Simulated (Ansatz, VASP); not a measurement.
Fe: VASP beside Ansatz

File INCAR:

```
SYSTEM = Fe
ALGO = Normal
EDIFF = 1E-6
ENCUT = 600
GGA = RE
GGA_COMPAT = .False.
ISIF = 2
ISMEAR = -1
ISPIN = 2
LASPH = .True.
LCHARG = .False.
LMAXMIX = 4
LORBIT = 11
LREAL = .False.
LWAVE = .False.
MAGMOM = 2.276
NBANDS = 14
NELM = 200
PREC = Accurate
SIGMA = 0.1
```

KPOINTS

```
k-points
0
Gamma
  8 8 8
  0 0 0
```

POSCAR

```
Fe
1.0
   -1.4263849710      1.4263849710      1.4263849710
    1.4263849710     -1.4263849710      1.4263849710
    1.4263849710      1.4263849710     -1.4263849710
Fe
1
Direct
    0.0000000000      0.0000000000      0.0000000000
```

Input for Ansatz:

```yaml
crystal:
  lattice:
    - [-1.426384971, 1.426384971, 1.426384971]
    - [1.426384971, -1.426384971, 1.426384971]
    - [1.426384971, 1.426384971, -1.426384971]
  atoms:
    - { symbol: Fe, position: [0.0, 0.0, 0.0], spin: 2.276 }
hamiltonian:
  xc: revpbe
  pseudopotentials:
    kind: paw
    azcp:
      Fe: "pseudopotentials/Fe.paw.azcp"
basis:
  ecutwfc: 420
  fft_grid_basis: typed
kpoints:
  mp_grid: { grid: [8, 8, 8], shift: [0, 0, 0] }
magnetization:
  spin_polarized: true
scf:
  occupations: { method: fermi_dirac, width: 0.1 }
```

Alike in both runs: task single point; functional revPBE; k mesh 8 × 8 × 8; occupations fermi-dirac, width 0.1 eV; collinear spin.

```csv
,VASP,Ansatz
version,VASP 6.6.1,Ansatz 0.2.0
potentials or method,"VASP PAW PBE potentials, release 64 (Fe), cutoff 600 eV","plane waves (420 eV) with PAW, scalar-relativistic"
valence electrons in the cell,8,16
```

|  | VASP | Ansatz | Ansatz less VASP |
| --- | --- | --- | --- |
| net moment per atom (μB) | 2.30 | 2.27 | -0.024 |
| size of the moment on the site where the two differ most (μB) | 2.31 | 2.34 | +0.031 |

VASP's potentials were made for PBE, not for revPBE. Site moments also hang on the region over which each program counts them. VASP's potentials hold 8 valence electrons a cell and Ansatz's 16, so a difference there can come from the potentials and not from the codes.

The k mesh is coarse, so the values compare programs but aren't converged.
